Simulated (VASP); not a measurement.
# Ca3Sn3N2 (P4/mmm) in VASP: notebook, part 2 of 2

VASP 6.6.1. The steps go on from the part before.

**4. Single point, PBE**

This run uses another cell than the first one, of 22.39 Å³/atom, 1.005 times its volume.

Contents of INCAR:

```
SYSTEM = Ca3Sn3N2
PREC     = Accurate       ! precision mode
ENCUT    = 520            ! plane-wave cutoff, eV
EDIFF    = 1E-7           ! SCF threshold, eV
ISMEAR   = 0              ! smearing method
SIGMA    = 0.1            ! smearing width, eV
LREAL    = .FALSE.        ! projectors in reciprocal space
LASPH    = .TRUE.         ! aspherical terms in the spheres
NELM     = 60             ! most SCF steps
ALGO     = Normal         ! electronic algorithm
ISIF     = 2              ! what is computed and relaxed
LWAVE    = .FALSE.        ! write WAVECAR
LCHARG   = .FALSE.        ! write CHGCAR
GGA      = PE             ! functional
NBANDS   = 51             ! bands
```

Contents of KPOINTS:

```
regular mesh
0
G
  8 8 4
  0 0 0
```

Contents of POSCAR:

```
Ca3Sn3N2
1.0
    3.6773133703      0.0000000000      0.0000000000
    0.0000000000      3.6773133703      0.0000000000
    0.0000000000      0.0000000000     13.2456062512
Ca Sn N
3 3 2
Direct
    0.0000000000      0.0000000000      0.0000000000
    0.5000000000      0.5000000000      0.8138797664
    0.5000000000      0.5000000000      0.1861202336
    0.0000000000      0.0000000000      0.6555359640
    0.0000000000      0.0000000000      0.3444640360
    0.5000000000      0.5000000000      0.5000000000
    0.0000000000      0.0000000000      0.8197949017
    0.0000000000      0.0000000000      0.1802050983
```

Potentials or basis: VASP PAW PBE potentials, release 64 (Ca_sv, Sn_d, N).

Command:

```bash
$ cat potpaw_PBE.64/Ca_sv/POTCAR potpaw_PBE.64/Sn_d/POTCAR potpaw_PBE.64/N/POTCAR > POTCAR
$ mpirun -np 1 vasp_std > vasp.out
```

OUTCAR:

```text
SYSTEM = Ca3Sn3N2
   PREC = Accurate
   ENCUT = 520
   EDIFF = 1E-7
   ISMEAR = 0
   LREAL = .FALSE.
   LASPH = .TRUE.
   NELM = 60
   ISIF = 2
   GGA = PE

 ion  position               nearest neighbor table
   1  0.000  0.000  0.000-   7 2.39   8 2.39
   2  0.500  0.500  0.814-   4 3.34   4 3.34   4 3.34   4 3.34
   3  0.500  0.500  0.186-   5 3.34   5 3.34   5 3.34   5 3.34
   4  0.000  0.000  0.656-   7 2.18   6 3.32   6 3.32   6 3.32   6 3.32   2 3.34   2 3.34   2 3.34
                             2 3.34
   5  0.000  0.000  0.344-   8 2.18   6 3.32   6 3.32   6 3.32   6 3.32   3 3.34   3 3.34   3 3.34
                             3 3.34
   6  0.500  0.500  0.500-   4 3.32   5 3.32   4 3.32   5 3.32   4 3.32   5 3.32   4 3.32   5 3.32

   7  0.000  0.000  0.820-   4 2.18   1 2.39
   8  0.000  0.000  0.180-   5 2.18   1 2.39

  LATTYP: Found a simple tetragonal cell.
 ALAT       =     3.6773133703
 C/A-ratio  =     3.6019791944

  Lattice vectors:

 A1 = (   3.6773133703,   0.0000000000,   0.0000000000)
 A2 = (   0.0000000000,   3.6773133703,   0.0000000000)
 A3 = (   0.0000000000,   0.0000000000,  13.2456062512)

Analysis of symmetry for initial positions (statically):
=====================================================================
 Subroutine PRICEL returns:
 Original cell was already a primitive cell.

 Routine SETGRP: Setting up the symmetry group for a
 simple tetragonal supercell.

 Subroutine GETGRP returns: Found 16 space group operations
 (whereof 16 operations were pure point group operations)
 out of a pool of 16 trial point group operations.

The static configuration has the point symmetry D_4h.

Analysis of symmetry for dynamics (positions and initial velocities):
=====================================================================
 Subroutine PRICEL returns:
 Original cell was already a primitive cell.

 Routine SETGRP: Setting up the symmetry group for a
 simple tetragonal supercell.

 Subroutine GETGRP returns: Found 16 space group operations
 (whereof 16 operations were pure point group operations)
[... 141 lines left out ...]
   AEXX    =    0.0000 exact exchange contribution
   IVDW    =     0    specifies the selected vdW correction
   LEPSILON=     F    determine dielectric tensor
   LRPA    =     F    only Hartree local field effects (RPA)
 non-spin polarized calculation
 Gauss-broadening in eV      SIGMA  =   0.10
  energy-cutoff  :      520.00
  volume of cell :      179.12
 maximum number of plane-waves:      4860
 NGX is ok and might be reduce to    28
   NGX = 13   NGY = 13   NGZ = 49

 number of electron      81.9999987 magnetization

 Free energy of the ion-electron system (eV)
  ---------------------------------------------------
  ext. energy  EPLUGINS =         0.00000000
  ---------------------------------------------------
  free energy    TOTEN  =       -36.94787686 eV

  energy without entropy =      -36.92632144  energy(sigma->0) =      -36.93709915

 E-fermi :   5.5832     XC(G=0):  -9.8466

 val. band max:        5.5727044967   @ k =   0.1250   0.1250   0.2500
 cond. band min:       5.5853205031   @ k =   0.2500   0.2500   0.0000
 fundamental gap:      0.0126160065
 Fermi energy:         5.5832421624

 k-point     1 :       0.0000    0.0000    0.0000
  band No.  band energies     occupation
      1     -35.0927      2.00000
      2     -34.8250      2.00000
      3     -34.8232      2.00000
      4     -16.1723      2.00000
      5     -16.1723      2.00000
      6     -16.1478      2.00000
[... 1285 lines left out ...]
     50       9.5736      0.00000
     51       9.7620      0.00000

 [... further k-points ...]

------------------------ aborting loop because EDIFF is reached ----------------------------------------

  FORCE on cell =-STRESS in cart. coord.  units (eV):
  Direction    XX          YY          ZZ          XY          YZ          ZX
  --------------------------------------------------------------------------------------
  -------------------------------------------------------------------------------------
  Total        0.1127624      0.1127624      0.1615592      0.0000000      0.0000000      0.0000000
  in kB        1.0086530      1.0086530      1.4451376      0.0000000      0.0000000      0.0000000
  external PRESSURE =       1.1541479 kB  Pullay stress =       0.0000000 kB

 VOLUME and BASIS-vectors are now :
 -----------------------------------------------------------------------------
  energy-cutoff  :      520.00
  volume of cell :      179.12
      direct lattice vectors                 reciprocal lattice vectors
     3.677313370  0.000000000  0.000000000     0.271937662  0.000000000  0.000000000
     0.000000000  3.677313370  0.000000000     0.000000000  0.271937662  0.000000000
     0.000000000  0.000000000 13.245606251     0.000000000  0.000000000  0.075496733

 POSITION                                       TOTAL-FORCE (eV/Angst)
 -----------------------------------------------------------------------------------
      0.00000      0.00000      0.00000         0.000000     -0.000000     -0.000000
      1.83866      1.83866     10.78033         0.000000      0.000000      0.000054
      1.83866      1.83866      2.46528         0.000000     -0.000000     -0.000054
      0.00000      0.00000      8.68297         0.000000     -0.000000     -0.022329
      0.00000      0.00000      4.56263         0.000000     -0.000000      0.022329
      1.83866      1.83866      6.62280         0.000000     -0.000000     -0.000000
      0.00000      0.00000     10.85868         0.000000     -0.000000     -0.006174
      0.00000      0.00000      2.38693         0.000000      0.000000      0.006174
 -----------------------------------------------------------------------------------
    total drift:                                0.000000      0.000000      0.000000

  FREE ENERGIE OF THE ION-ELECTRON SYSTEM (eV)
  ---------------------------------------------------
  free  energy   TOTEN  =       -36.9478768560 eV

  energy  without entropy=      -36.9263214439  energy(sigma->0) =      -36.93709915
```

stdout:

```text
POSCAR found type information on POSCAR CaSnN
 POSCAR found :  3 types and       8 ions
 scaLAPACK will be used
 LDA part: xc-table for (Slater+PW92), standard interpolation
 POSCAR, INCAR and KPOINTS ok, starting setup
 FFT: planning ... GRIDC
 FFT: planning ... GRID_SOFT
 FFT: planning ... GRID
 WAVECAR not read
 entering main loop
```

Run time: 6.5 min. Hardware: 1 thread of Oxide Virtual Turin-like, shared host; peak memory 0.45 GiB.

What came out:

| Item | Value |
| --- | --- |
| Free energy | -36.9479 eV |
| Pressure | 0.1 GPa |
| Largest force | 0.022 eV/Å |
| Band gap on the k mesh | zero (band 41 reaches 6.73 eV, above the bottom of band 42 at 4.50 eV) |

Forces on the atoms (eV/Å):
```
Ca   0.000  0.000  0.000
Ca   0.000  0.000  0.000
Ca   0.000  0.000  0.000
Sn   0.000  0.000 -0.022
Sn   0.000  0.000  0.022
Sn   0.000  0.000  0.000
N    0.000  0.000 -0.006
N    0.000  0.000  0.006
```

Levels at points of the mesh, in eV from the Fermi level:
```tsv
k point	band 38	band 39	band 40	band 41	band 42	band 43	band 44	band 45
(0.00, 0.00, 0.00)	-1.21	-0.94	1.00	1.00	1.18	1.24	2.10	2.24
(0.50, 0.00, 0.00)	-2.03	-1.95	-0.45	0.08	0.47	0.91	2.24	3.14
(0.50, 0.50, 0.00)	-2.01	-2.01	-1.25	-1.09	-1.09	-0.24	-0.02	0.83
(0.00, 0.00, 0.50)	-1.18	-1.18	0.96	0.96	1.25	1.65	1.83	2.10
(0.50, 0.00, 0.50)	-2.05	-1.95	-0.49	0.45	0.65	0.75	2.30	3.17
(0.50, 0.50, 0.50)	-2.12	-2.09	-1.70	-0.96	-0.96	-0.39	0.20	0.74
```

Caveat: spin-orbit coupling is left out, which moves the levels of the heavy elements.

**5. Summary**

```tsv
cell	k mesh	smearing	gap on the mesh (eV)	pressure (GPa)	largest force (eV/Å)
a = 3.649, b = 3.649, c = 13.380 Å, 8 atoms	5 × 5 × 2	gaussian 0.2 eV	none	0.2	0.03
a = 3.677, b = 3.677, c = 13.246 Å, 8 atoms	6 × 6 × 2	gaussian 0.2 eV	none	-0.3	0.07
a = 3.677, b = 3.677, c = 13.246 Å, 8 atoms	8 × 8 × 4	gaussian 0.1 eV	none	0.1	0.02
```

Alike in all rows: task single point; level PBE; potentials or basis VASP PAW PBE potentials, release 64 (Ca_sv, Sn_d, N); no spin polarisation; cutoff (eV) 520.

Caveats: spin-orbit coupling is left out, which moves the levels of the heavy elements.

Total energies depend on the potentials used, so only differences within one code and one set of settings carry meaning.
